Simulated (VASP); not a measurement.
# C (P6_3/mmc) in VASP: relaxation of cell and atoms with PBE

Aim: the relaxation of cell and atoms of C with PBE.

Everything below comes from runs of VASP 6.6.1. Logs are shortened: lines on timing, memory, paths and dates and some standing lists are left out, and cuts for length are marked.

### 1 The cell of the first run

Symmetry: P6_3/mmc, No. 194, hexagonal system. Conventional cell: a = 2.120 Å, b = 2.120 Å, c = 3.462 Å, α = 90.00°, β = 90.00°, γ = 120.00°. Within 2.8 Å of C (site symmetry -6m2) lie 12 C at 2.12 Å.

### 2 Relaxation of cell and atoms, PBE

Input file INCAR:

```
SYSTEM = C
ALGO = Normal
EDIFF = 1E-7
EDIFFG = -0.02
ENCUT = 600
GGA = PE
GGA_COMPAT = .False.
IBRION = 2
ISIF = 3
ISMEAR = 0
LASPH = .True.
LCHARG = .False.
LREAL = .False.
LWAVE = .False.
NELM = 120
NELMIN = 4
NSW = 50
PREC = Accurate
SIGMA = 0.05
```

Input file KPOINTS:

```
k-points
0
Gamma
  25 25 13
  0 0 0
```

Input file POSCAR:

```
C
1.0
    2.1200000000      0.0000000000      0.0000000000
   -1.0600000000      1.8359738560      0.0000000000
    0.0000000000      0.0000000000      3.4619600000
C
2
Direct
    0.3333333333      0.6666666667      0.2500000000
    0.6666666667      0.3333333333      0.7500000000
```

Potentials or basis: VASP PAW PBE potentials, release 64 (C).

The run is started by

```console
$ cat potpaw_PBE.64/C/POTCAR > POTCAR
$ mpirun -np 1 vasp_std > vasp.out
```

OUTCAR:

```text
SYSTEM = C
   EDIFF = 1E-7
   EDIFFG = -0.02
   ENCUT = 600
   GGA = PE
   IBRION = 2
   ISIF = 3
   ISMEAR = 0
   LASPH = .True.
   LREAL = .False.
   NELM = 120
   NELMIN = 4
   NSW = 50
   PREC = Accurate

 ion  position               nearest neighbor table
   1  0.333  0.667  0.250-
   2  0.667  0.333  0.750-

  LATTYP: Found a hexagonal cell.
 ALAT       =     2.1200000000
 C/A-ratio  =     1.6330000000

  Lattice vectors:

 A1 = (   2.1200000000,   0.0000000000,   0.0000000000)
 A2 = (  -1.0600000000,   1.8359738560,   0.0000000000)
 A3 = (   0.0000000000,   0.0000000000,   3.4619600000)

Analysis of symmetry for initial positions (statically):
=====================================================================
 Subroutine PRICEL returns:
 Original cell was already a primitive cell.

 Routine SETGRP: Setting up the symmetry group for a
 hexagonal supercell.

 Subroutine GETGRP returns: Found 24 space group operations
 (whereof 12 operations were pure point group operations)
 out of a pool of 24 trial point group operations.

The static configuration has the point symmetry D_3d.
 The point group associated with its full space group is D_6h.

Analysis of symmetry for dynamics (positions and initial velocities):
=====================================================================
 Subroutine PRICEL returns:
 Original cell was already a primitive cell.

 Routine SETGRP: Setting up the symmetry group for a
 hexagonal supercell.

 Subroutine GETGRP returns: Found 24 space group operations
 (whereof 12 operations were pure point group operations)
 out of a pool of 24 trial point group operations.

The dynamic configuration has the point symmetry D_3d.
 The point group associated with its full space group is D_6h.

 Subroutine INISYM returns: Found 24 space group operations
 (whereof 12 operations are pure point group operations),
 and found     1 'primitive' translations

----------------------------------------------------------------------------------------

                                     Primitive cell

  volume of cell :      13.4749

  direct lattice vectors                    reciprocal lattice vectors
[... 105 lines left out ...]
   IMIX   =      4    mixing-type and parameters
     AMIX     =   0.40;   BMIX     =  1.00
     AMIX_MAG =   1.60;   BMIX_MAG =  1.00
  volume/ion in A,a.u.               =       6.74        45.47
  Fermi-wavevector in a.u.,A,eV,Ry     =   1.375931  2.600133 25.758365  1.893186
  Thomas-Fermi vector in A             =   2.501222
   LORBIT       =      0    0 simple, 1 ext, 2 COOP (PROOUT), +10 PAW based schemes
   GGA     = PE    functional components
   LHFCALC =     F    Hartree Fock is set to
   AEXX    =    0.0000 exact exchange contribution
   IVDW    =     0    specifies the selected vdW correction
   LEPSILON=     F    determine dielectric tensor
   LRPA    =     F    only Hartree local field effects (RPA)
 conjugate gradient relaxation of ions
 non-spin polarized calculation
 Gauss-broadening in eV      SIGMA  =   0.05
  energy-cutoff  :      600.00
  volume of cell :       13.47
 maximum number of plane-waves:       470
 NGX is ok and might be reduce to    18
   NGX =  9   NGY =  9   NGZ = 13

--------------------------------------- Ionic step        1  -------------------------------------------

 number of electron       8.0000000 magnetization

 Free energy of the ion-electron system (eV)
  ---------------------------------------------------
  ext. energy  EPLUGINS =         0.00000000
  ---------------------------------------------------
  free energy    TOTEN  =        -9.45937911 eV

  energy without entropy =       -9.45851717  energy(sigma->0) =       -9.45894814

------------------------ aborting loop because EDIFF is reached ----------------------------------------

  FORCE on cell =-STRESS in cart. coord.  units (eV):
  Direction    XX          YY          ZZ          XY          YZ          ZX
  --------------------------------------------------------------------------------------
  -------------------------------------------------------------------------------------
  Total        0.2386838      0.2386838      0.6845617      0.0000000      0.0000000      0.0000000
  in kB       28.3797837     28.3797837     81.3952000      0.0000000      0.0000000      0.0000000
  external PRESSURE =      46.0515891 kB  Pullay stress =       0.0000000 kB
[... 89 lines left out ...]
  FREE ENERGIE OF THE ION-ELECTRON SYSTEM (eV)
  ---------------------------------------------------
  free  energy   TOTEN  =        -9.4701631364 eV

  energy  without entropy=       -9.4692405715  energy(sigma->0) =       -9.46970185

[... ionic steps 4 to 24 ...]

--------------------------------------- Ionic step       25  -------------------------------------------

 number of electron       8.0000004 magnetization

------------------------ aborting loop because EDIFF is reached ----------------------------------------
[... 67 lines left out ...]
--------------------------------------- Ionic step       27  -------------------------------------------

 number of electron       8.0000005 magnetization

 Free energy of the ion-electron system (eV)
  ---------------------------------------------------
  ext. energy  EPLUGINS =         0.00000000
  ---------------------------------------------------
  free energy    TOTEN  =       -10.21110893 eV

  energy without entropy =      -10.21072618  energy(sigma->0) =      -10.21091756

 E-fermi :   8.6155     XC(G=0): -12.4780

 val. band max:        8.6079646374   @ k =   0.4400   0.0000   0.0000
 cond. band min:       8.6299180571   @ k =   0.2000   0.2000   0.2308
 fundamental gap:      0.0219534198
 Fermi energy:         8.6154730125

 k-point     1 :       0.0000    0.0000    0.0000
  band No.  band energies     occupation
      1     -13.5317      2.00000
      2     -12.2403      2.00000
      3      -2.3985      2.00000
      4       3.1102      2.00000
      5      14.7849      0.00000
      6      24.7321      0.00000
      7      24.7321      0.00000
      8      24.7907      0.00000
[... 243 lines left out ...]
 k-point    24 :       0.4400    0.0400    0.0000
  band No.  band energies     occupation
      1      -3.4402      2.00000
      2      -2.9061      2.00000
      3       3.8191      2.00000
      4       4.5124      2.00000
      5       9.3555      0.00000
      6      11.6281      0.00000
      7      17.7501      0.00000
      8      17.9681      0.00000

 [... further k-points ...]
[... 5 lines left out ...]
  --------------------------------------------------------------------------------------
  -------------------------------------------------------------------------------------
  Total       -0.0379545     -0.0379545      0.0128277     -0.0000000     -0.0000000     -0.0000000
  in kB       -4.4518942     -4.4518942      1.5046307     -0.0000000     -0.0000000     -0.0000000
  external PRESSURE =      -2.4663859 kB  Pullay stress =       0.0000000 kB
[... 17 lines left out ...]
  FREE ENERGIE OF THE ION-ELECTRON SYSTEM (eV)
  ---------------------------------------------------
  free  energy   TOTEN  =       -10.2111089257 eV

  energy  without entropy=      -10.2107261845  energy(sigma->0) =      -10.21091756

 reached required accuracy - stopping structural energy minimisation
```

Run time: 20 min. Hardware: 1 thread of Intel Xeon 8259CL, shared host; peak memory 0.13 GiB.

What came out:

```
Free energy                           : -10.2111 eV
Relaxed volume                        : 6.83 Å³/atom
Relaxed cell                          : a = 1.715 Å, b = 1.715 Å, c = 5.362 Å, α = 90.00°, β = 90.00°, γ = 120.00°
Space group after relaxing (to 0.1 Å) : P6_3/mmc (No. 194)
Energy gained by relaxing             : 375.9 meV/atom
Ionic steps                           : 27
Pressure after relaxing               : -0.2 GPa
Band gap on the k mesh                : zero (bands 4 and 5 overlap by 3.46 eV)
```

The path:
```
step  energy change (eV)  largest force (eV/Å)  pressure (GPa)  volume (Å³)
   1              0.0000                0.0000            4.61        13.47
   2             -0.0091                0.0000            0.24        13.86
   3             -0.0108                0.0000           -2.04        14.08
   4             -0.0188                0.0000           -2.99        14.18
   5             -0.0349                0.0000           -4.14        14.32
   6             -0.0834                0.0000           -6.87        14.59
   7             -0.1829                0.0000           -9.67        15.01
   8             -0.4739                0.0000          -13.05        15.44
   9              0.1773                0.0000           19.40        14.89
  10             -0.6141                0.0000          -13.03        15.47
  11             -0.6677                0.0000          -11.36        15.42
  12             -0.6673                0.0000          -12.13        15.46
  13             -0.6728                0.0000          -11.07        15.42
  14             -0.6730                0.0000          -10.99        15.42
  15             -0.6809                0.0000          -10.58        15.30
  16             -0.7021                0.0000           -9.32        14.96
  17             -0.7337                0.0000           -6.67        14.29
  18             -0.7178                0.0000            7.20        13.01
  19             -0.7428                0.0000           -1.42        13.79
  20             -0.7465                0.0000            0.09        13.72
  21             -0.7489                0.0000            0.12        13.63
  22             -0.7494                0.0000            3.81        13.46
  23             -0.7507                0.0000            0.54        13.57
  24             -0.7509                0.0000            2.11        13.52
  25             -0.7510                0.0000            1.43        13.54
  26             -0.7516                0.0000            0.55        13.60
  27             -0.7517                0.0000           -0.25        13.66
```

Final structure:
```cif
data_structure
_symmetry_space_group_name_H-M 'P 1'
_symmetry_Int_Tables_number 1
_cell_length_a 1.7151
_cell_length_b 1.7151
_cell_length_c 5.3617
_cell_angle_alpha 90.000
_cell_angle_beta 90.000
_cell_angle_gamma 120.000
_cell_volume 13.66
loop_
_atom_site_label
_atom_site_type_symbol
_atom_site_fract_x
_atom_site_fract_y
_atom_site_fract_z
_atom_site_occupancy
C1 C 0.33333 0.66667 0.25000 1
C2 C 0.66667 0.33333 0.75000 1
```

Caveat: a cell axis changed by over 15 % at a fixed basis, so the end point is rough.

The gap in the log of VASP goes by the Fermi energy; the results here count the filled bands.